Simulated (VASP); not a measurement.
# Re (P6_3/mmc) in VASP: a series of runs

The runs below take Re through single point, with LDA.

Everything below comes from runs of VASP 6.6.1. Logs are shortened: lines on timing, memory, paths and dates and some standing lists are left out, and cuts for length are marked.

### 1 The cell of the first run

The structure is hexagonal, space group P6_3/mmc (No. 194). The conventional cell has a = 2.737 Å, b = 2.737 Å, c = 4.417 Å, α = 90.00°, β = 90.00°, γ = 120.00°. Within 3.6 Å of Re (site symmetry -6m2) lie 12 Re at 2.72 to 2.74 Å.

### 2 Single point, LDA

INCAR

```
PREC = Accurate ; ENCUT = 560
EDIFF = 1E-6 ; ISMEAR = 0
SIGMA = 0.05 ; LREAL = False
LASPH = True ; NELM = 120
ALGO = Normal ; ISIF = 2
LWAVE = False ; LCHARG = True
LELF = True ; LVHAR = True
NBANDS = 22 ; GGA_COMPAT = False
```

KPOINTS

```
regular mesh
0
Gamma
  18 18 10
```

POSCAR

```
Re
1.0
    2.7370273395      0.0000000000      0.0000000000
   -1.3685136697      2.3703352068      0.0000000000
    0.0000000000      0.0000000000      4.4173455146
Re
2
Direct
    0.3333333333      0.6666666667      0.7500000000
    0.6666666667      0.3333333333      0.2500000000
```

Potentials or basis: VASP PAW LDA potentials, release 64 (Re_sv_GW).

On the command line:

```
cat potpaw_LDA.64/Re_sv_GW/POTCAR > POTCAR
mpirun -np 1 vasp_std > vasp.out
```

OUTCAR:

```text
PREC = Accurate
   ENCUT = 560
   EDIFF = 1E-6
   ISMEAR = 0
   LREAL = False
   LASPH = True
   NELM = 120
   ISIF = 2

 ion  position               nearest neighbor table
   1  0.333  0.667  0.750-   2 2.72   2 2.72   2 2.72   2 2.72   2 2.72   2 2.72
   2  0.667  0.333  0.250-   1 2.72   1 2.72   1 2.72   1 2.72   1 2.72   1 2.72

  LATTYP: Found a hexagonal cell.
 ALAT       =     2.7370273395
 C/A-ratio  =     1.6139208589

  Lattice vectors:

 A1 = (   2.7370273395,   0.0000000000,   0.0000000000)
 A2 = (  -1.3685136697,   2.3703352068,   0.0000000000)
 A3 = (   0.0000000000,   0.0000000000,   4.4173455146)

Analysis of symmetry for initial positions (statically):
=====================================================================
 Subroutine PRICEL returns:
 Original cell was already a primitive cell.

 Routine SETGRP: Setting up the symmetry group for a
 hexagonal supercell.

 Subroutine GETGRP returns: Found 24 space group operations
 (whereof 12 operations were pure point group operations)
 out of a pool of 24 trial point group operations.

The static configuration has the point symmetry D_3d.
 The point group associated with its full space group is D_6h.

Analysis of symmetry for dynamics (positions and initial velocities):
=====================================================================
 Subroutine PRICEL returns:
 Original cell was already a primitive cell.

 Routine SETGRP: Setting up the symmetry group for a
 hexagonal supercell.

 Subroutine GETGRP returns: Found 24 space group operations
 (whereof 12 operations were pure point group operations)
 out of a pool of 24 trial point group operations.

The dynamic configuration has the point symmetry D_3d.
 The point group associated with its full space group is D_6h.

 Subroutine INISYM returns: Found 24 space group operations
 (whereof 12 operations are pure point group operations),
 and found     1 'primitive' translations

----------------------------------------------------------------------------------------

                                     Primitive cell

  volume of cell :      28.6583

  direct lattice vectors                    reciprocal lattice vectors
     2.737027339  0.000000000  0.000000000     0.365359887  0.210940629  0.000000000
    -1.368513670  2.370335207  0.000000000     0.000000000  0.421881258  0.000000000
     0.000000000  0.000000000  4.417345515     0.000000000  0.000000000  0.226380299

  length of vectors
     2.737027339  2.737027339  4.417345515     0.421881258  0.421881258  0.226380299

  position of ions in fractional coordinates (direct lattice)
     0.333333333  0.666666667  0.750000000
     0.666666667  0.333333333  0.250000000

  ion indices of the primitive-cell ions
   primitive index   ion index
                 1           1
                 2           2

----------------------------------------------------------------------------------------

 KPOINTS: regular mesh

Automatic generation of k-mesh.
 Grid dimensions read from file:
 generate k-points for:   18   18   10

 Generating k-lattice:

  Cartesian coordinates                     Fractional coordinates (reciprocal lattice)
     0.020297772  0.011718924  0.000000000     0.055555556 -0.000000000  0.000000000
     0.000000000  0.023437848  0.000000000     0.000000000  0.055555556  0.000000000
     0.000000000  0.000000000  0.022638030     0.000000000  0.000000000  0.100000000

  Length of vectors
     0.023437848  0.023437848  0.022638030

  Shift w.r.t. Gamma in fractional coordinates (k-lattice)
     0.000000000  0.000000000  0.000000000

 Subroutine IBZKPT returns following result:
 ===========================================

 Found    222 irreducible k-points:

 Following reciprocal coordinates:
            Coordinates               Weight
  0.000000  0.000000  0.000000      1.000000
  0.055556  0.000000  0.000000      6.000000
  0.111111  0.000000  0.000000      6.000000
  0.166667  0.000000  0.000000      6.000000
  0.222222  0.000000  0.000000      6.000000
  0.277778  0.000000  0.000000      6.000000
[... 16 lines left out ...]
  0.333333  0.111111  0.000000     12.000000
  0.388889  0.111111  0.000000     12.000000
 [... further k-points ...]
   k-points           NKPTS =    222   k-points in BZ     NKDIM =    222   number of bands    NBANDS=     22
   number of dos      NEDOS =    301   number of ions     NIONS =      2
   total plane-waves  NPLWV =  20736
   dimension x,y,z NGX =    24 NGY =   24 NGZ =   36
   dimension x,y,z NGXF=    48 NGYF=   48 NGZF=   72
   ions per type =               2
   NGX,Y,Z   is equivalent  to a cutoff of  14.58, 14.58, 13.55 a.u.
   NGXF,Y,Z  is equivalent  to a cutoff of  29.16, 29.16, 27.10 a.u.
 SYSTEM =  unknown system
   PREC   = accura    normal or accurate (medium, high low for compatibility)
   ISTART =      0    job   : 0-new  1-cont  2-samecut
   ICHARG =      2    charge: 1-file 2-atom 10-const
   ISPIN  =      1    spin polarized calculation?
   LNONCOLLINEAR =      F non collinear calculations
   LSORBIT =      F    spin-orbit coupling
   LASPH  =      T    aspherical Exc in radial PAW
   ENCUT  =  560.0 eV  41.16 Ry    6.42 a.u.   5.28  5.28  8.52*2*pi/ulx,y,z
   NELM   =    120;   NELMIN=  2; NELMDL= -5     # of ELM steps
   EDIFF  = 0.1E-05   stopping-criterion for ELM
   LREAL  =      F    real-space projection
   EDIFFG = 0.1E-04   stopping-criterion for IOM
   NSW    =      0    number of steps for IOM
   IBRION =     -1    ionic relax: 0-MD 1-quasi-New 2-CG
   NFREE  =      0    steps in history (QN), initial steepest desc. (CG)
   ISIF   =      2    stress and relaxation
   ISYM   =      2    0-nonsym 1-usesym 2-fastsym
   POTIM  = 0.5000    time-step for ionic-motion
   TEBEG  =    0.0;   TEEND  =   0.0 temperature during run
   PSTRESS=    0.0 pullay stress
   NELECT =      30.0000    total number of electrons
   NUPDOWN=      -1.0000    fix difference up-down
   EMIN   =  10.00;   EMAX   =-10.00  energy-range for DOS
   EFERMI =   0.00;   METHOD = LEGACY
   ISMEAR =     0;   SIGMA  =   0.05  broadening in eV -4-tet -1-fermi 0-gaus
   EFERMI_NEDOS =   21; number of points for ismear=-14 and -15
   IALGO  =     38    algorithm
   IMIX   =      4    mixing-type and parameters
     AMIX     =   0.40;   BMIX     =  1.00
     AMIX_MAG =   1.60;   BMIX_MAG =  1.00
  volume/ion in A,a.u.               =      14.33        96.70
  Fermi-wavevector in a.u.,A,eV,Ry     =   1.662258  3.141213 37.594291  2.763102
  Thomas-Fermi vector in A             =   2.749180
   LORBIT       =      0    0 simple, 1 ext, 2 COOP (PROOUT), +10 PAW based schemes
   GGA     = CA    functional components
   LHFCALC =     F    Hartree Fock is set to
   AEXX    =    0.0000 exact exchange contribution
   IVDW    =     0    specifies the selected vdW correction
   LEPSILON=     F    determine dielectric tensor
   LRPA    =     F    only Hartree local field effects (RPA)
 non-spin polarized calculation
 Gauss-broadening in eV      SIGMA  =   0.05
  energy-cutoff  :      560.00
  volume of cell :       28.66
 maximum number of plane-waves:       878
 NGX is ok and might be reduce to    24
   NGX = 11   NGY = 11   NGZ = 17

 number of electron      30.0000002 magnetization

 Free energy of the ion-electron system (eV)
  ---------------------------------------------------
  ext. energy  EPLUGINS =         0.00000000
  ---------------------------------------------------
  free energy    TOTEN  =       -30.75785150 eV

  energy without entropy =      -30.75594616  energy(sigma->0) =      -30.75689883

 E-fermi :  13.2410     XC(G=0): -14.5789

 val. band max:       13.2314994779   @ k =   0.3889   0.2222   0.3000
 cond. band min:      13.2503266519   @ k =   0.3333   0.1667   0.4000
 fundamental gap:      0.0188271739
 Fermi energy:        13.2409887223

 k-point     1 :       0.0000    0.0000    0.0000
  band No.  band energies     occupation
      1     -66.1890      2.00000
      2     -66.0471      2.00000
      3     -28.9723      2.00000
      4     -27.8002      2.00000
      5     -27.8002      2.00000
      6     -27.6058      2.00000
[... 14 lines left out ...]
     21      23.5668      0.00000
     22      26.7831      0.00000

 k-point     2 :       0.0556    0.0000    0.0000
  band No.  band energies     occupation
      1     -66.1858      2.00000
      2     -66.0456      2.00000
      3     -28.9593      2.00000
      4     -27.8316      2.00000
      5     -27.8102      2.00000
      6     -27.6386      2.00000
[... 14 lines left out ...]
     21      23.5731      0.00000
     22      27.0820      0.00000

 k-point     3 :       0.1111    0.0000    0.0000
  band No.  band energies     occupation
      1     -66.1755      2.00000
      2     -66.0409      2.00000
      3     -28.9206      2.00000
      4     -27.9206      2.00000
      5     -27.8387      2.00000
      6     -27.7307      2.00000
[... 14 lines left out ...]
     21      23.5476      0.00000
     22      27.9183      0.00000

 k-point     4 :       0.1667    0.0000    0.0000
  band No.  band energies     occupation
      1     -66.1597      2.00000
      2     -66.0343      2.00000
      3     -28.8588      2.00000
      4     -28.0569      2.00000
      5     -27.8814      2.00000
      6     -27.8690      2.00000
[... 14 lines left out ...]
     21      23.4158      0.00000
     22      29.0486      0.00000

 k-point     5 :       0.2222    0.0000    0.0000
  band No.  band energies     occupation
      1     -66.1398      2.00000
      2     -66.0265      2.00000
      3     -28.7778      2.00000
      4     -28.2229      2.00000
      5     -28.0333      2.00000
      6     -27.9318      2.00000
[... 417 lines left out ...]
 k-point    22 :       0.2778    0.1111    0.0000
  band No.  band energies     occupation
      1     -66.0892      2.00000
      2     -66.0119      2.00000
      3     -28.5520      2.00000
      4     -28.5446      2.00000
      5     -28.3866      2.00000
      6     -28.0609      2.00000
[... 14 lines left out ...]
     21      24.7571      0.00000
     22      25.6474      0.00000

 k-point    23 :       0.3333    0.1111    0.0000
  band No.  band energies     occupation
      1     -66.0703      2.00000
      2     -66.0095      2.00000
      3     -28.6676      2.00000
      4     -28.4755      2.00000
      5     -28.4550      2.00000
      6     -28.1192      2.00000
[... 14 lines left out ...]
     21      23.7714      0.00000
     22      25.7277      0.00000

 k-point    24 :       0.3889    0.1111    0.0000
  band No.  band energies     occupation
      1     -66.0564      2.00000
      2     -66.0096      2.00000
      3     -28.7472      2.00000
      4     -28.5334      2.00000
      5     -28.3769      2.00000
      6     -28.1567      2.00000
[... 14 lines left out ...]
     21      23.6347      0.00000
     22      24.5842      0.00000

 [... further k-points ...]
[... 5 lines left out ...]
  --------------------------------------------------------------------------------------
  -------------------------------------------------------------------------------------
  Total        0.0013042      0.0013042     -0.0211147      0.0000000      0.0000000      0.0000000
  in kB        0.0729128      0.0729128     -1.1804435      0.0000000      0.0000000      0.0000000
  external PRESSURE =      -0.3448726 kB  Pullay stress =       0.0000000 kB

 VOLUME and BASIS-vectors are now :
 -----------------------------------------------------------------------------
  energy-cutoff  :      560.00
  volume of cell :       28.66
      direct lattice vectors                 reciprocal lattice vectors
     2.737027339  0.000000000  0.000000000     0.365359887  0.210940629  0.000000000
    -1.368513670  2.370335207  0.000000000     0.000000000  0.421881258  0.000000000
     0.000000000  0.000000000  4.417345515     0.000000000  0.000000000  0.226380299

 POSITION                                       TOTAL-FORCE (eV/Angst)
 -----------------------------------------------------------------------------------
     -0.00000      1.58022      3.31301        -0.000000     -0.000000      0.000000
      1.36851      0.79011      1.10434         0.000000      0.000000      0.000000
 -----------------------------------------------------------------------------------
    total drift:                                0.000000     -0.000000      0.000000

  FREE ENERGIE OF THE ION-ELECTRON SYSTEM (eV)
  ---------------------------------------------------
  free  energy   TOTEN  =       -30.7578515039 eV

  energy  without entropy=      -30.7559461578  energy(sigma->0) =      -30.75689883
```

Run time: 59 s. Hardware: 1 thread of Intel Xeon Platinum 8559C (Emerald Rapids), shared host; peak memory 0.25 GiB.

What came out:

```
Free energy            : -30.7579 eV
Pressure               : 0.0 GPa
Band gap on the k mesh : zero (bands 15 and 16 overlap by 3.46 eV)
```

Caveat: spin-orbit coupling is left out, which moves the levels of the heavy elements.

### 3 Single point, LDA

INCAR

```
SYSTEM = Re
  ALGO = Normal
  EDIFF = 1E-6
  ENCUT = 560
  GGA_COMPAT = .False.
  ISIF = 2
  ISMEAR = 0
  LASPH = .True.
  LCHARG = .True.
  LELF = .True.
  LREAL = .False.
  LVHAR = .True.
  LWAVE = .False.
  NBANDS = 22
  NELM = 120
  PREC = Accurate
  SIGMA = 0.05
```

KPOINTS

```
k-points
0
Gamma
  18 18 10
  0 0 0
```

POSCAR is that of step 2.

Potentials or basis: VASP PAW LDA potentials, release 64 (Re_sv_GW).

On the command line:

```
cat potpaw_LDA.64/Re_sv_GW/POTCAR > POTCAR
mpirun -np 1 vasp_std > vasp.out
```

Wall time 68 s (1 thread of AMD EPYC 9R45 (Zen 5), shared host); peak memory 0.22 GiB.

The run converged. Its results:

* Free energy: -30.7579 eV
* Pressure: 0.0 GPa
* Band gap on the k mesh: zero (bands 15 and 16 overlap by 3.46 eV)

Stress tensor (GPa, compression positive):
```
 0.01  0.00  0.00
 0.00  0.01  0.00
 0.00  0.00 -0.12
```

Levels at points of the mesh, in eV from the Fermi level:
| k point | band 13 | band 14 | band 15 | band 16 | band 17 | band 18 |
| --- | --- | --- | --- | --- | --- | --- |
| (0.00, 0.00, 0.00) | -1.65 | -0.79 | -0.79 | 0.16 | 0.16 | 0.83 |
| (0.50, 0.00, 0.00) | -1.64 | -1.39 | -0.60 | 4.13 | 4.56 | 4.69 |
| (0.00, 0.00, 0.50) | -1.80 | -1.80 | -1.80 | -1.80 | 2.64 | 2.64 |
| (0.50, 0.00, 0.50) | 0.38 | 0.38 | 1.07 | 1.07 | 4.45 | 4.45 |

Caveat: spin-orbit coupling is left out, which moves the levels of the heavy elements.
